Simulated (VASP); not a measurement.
Input of a VASP 6.6.1 run:

The input POSCAR:

```
Al2Cu
1.0
   -3.0011233206      3.0011233206      2.4001882933
    3.0011233206     -3.0011233206      2.4001882933
    3.0011233206      3.0011233206     -2.4001882933
Al Cu
4 2
Direct
    0.3408006741      0.1591993259      0.5000000000
    0.1591993259      0.6591993259      0.8183986519
    0.8408006741      0.3408006741      0.1816013481
    0.6591993259      0.8408006741      0.5000000000
    0.7500000000      0.7500000000      0.0000000000
    0.2500000000      0.2500000000      0.0000000000
```

Contents of INCAR.step1:

```
SYSTEM = Al2Cu
ALGO     = Normal         ! electronic algorithm
EDIFF    = 1E-4           ! SCF threshold, eV
ENCUT    = 520            ! plane-wave cutoff, eV
GGA      = PE             ! functional
ISMEAR   = -1             ! smearing method
LASPH    = .True.         ! aspherical terms in the spheres
LCHARG   = .False.        ! write CHGCAR
LREAL    = .False.        ! projectors in reciprocal space
LWAVE    = .True.         ! write WAVECAR
NBANDS   = 26             ! bands
NELM     = 60             ! most SCF steps
PREC     = Accurate       ! precision mode
SIGMA    = 0.15           ! smearing width, eV
```

INCAR.step2

```
SYSTEM = Al2Cu
ALGO     = Normal         ! electronic algorithm
EDIFF    = 1E-6           ! SCF threshold, eV
ENCUT    = 520            ! plane-wave cutoff, eV
ISIF     = 2              ! what is computed and relaxed
ISMEAR   = -1             ! smearing method
ISTART   = 1            
LASPH    = .True.         ! aspherical terms in the spheres
LCHARG   = .False.        ! write CHGCAR
LMIXTAU  = .True.       
LREAL    = .False.        ! projectors in reciprocal space
LWAVE    = .False.        ! write WAVECAR
METAGGA  = R2SCAN         ! meta-GGA
NBANDS   = 26             ! bands
NELM     = 60             ! most SCF steps
PREC     = Accurate       ! precision mode
SIGMA    = 0.15           ! smearing width, eV
```

KPOINTS

```
k-points
0
Gamma
  12 12 12
  0 0 0
```

Potentials or basis: VASP PAW PBE potentials, release 64 (Al, Cu).

The run is started by

```bash
$ cat potpaw_PBE.64/Al/POTCAR potpaw_PBE.64/Cu/POTCAR > POTCAR
$ cp INCAR.step1 INCAR
$ mpirun -np 1 vasp_std > vasp.out
$ cp INCAR.step2 INCAR
$ mpirun -np 1 vasp_std > vasp.out
```

Task: What does it give for the pressure?

Result: -0.2 GPa.

Task: What does it give for the band gap on the k mesh?

Result: Zero (band 17 reaches 11.13 eV, above the bottom of band 18 at 6.39 eV).

Stress tensor (GPa, compression positive):
```
-0.19  0.00  0.00
 0.00 -0.19  0.00
 0.00  0.00 -0.09
```

Caveat: the PAW data sets were made with another functional, which shifts forces and pressure a little.
